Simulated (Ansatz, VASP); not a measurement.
Sc in VASP and in Ansatz

```
CELL_PARAMETERS angstrom
0.00000 2.21374 2.32726
2.21374 0.00000 2.32726
2.21374 2.21374 0.00000
ATOMIC_POSITIONS crystal
Sc 0.00000 0.00000 0.00000
```

Change from the starting cell: strain -0.025 along x and y, +0.025 along z, atoms carried along.

Alike in both runs: task single point; functional r2SCAN; k mesh 18 × 18 × 18; occupations gaussian, width 0.15 eV; no spin polarisation.

```csv
,VASP,Ansatz
version,VASP 6.6.1,Ansatz 0.2.0
potentials or method,"VASP PAW PBE potentials, release 64 (Sc_sv), cutoff 520 eV","scalar-relativistic, plane waves, PAW"
valence electrons in the cell,11,11
```

|  | VASP | Ansatz | Ansatz less VASP |
| --- | --- | --- | --- |
| gap on the k mesh at the Fermi level (eV) | none | none | - |
| pressure (GPa) | 5.9 | 5.7 | -0.20 |
| traceless stress, the component that is largest in VASP (GPa) | -0.46 | -0.46 | +0.006 |

VASP's potentials were made for PBE, not for r2SCAN. A gap of «none» marks a metal or a gap that the smearing closes. The functional is the same, so the differences come from potentials, cutoffs and numerics.
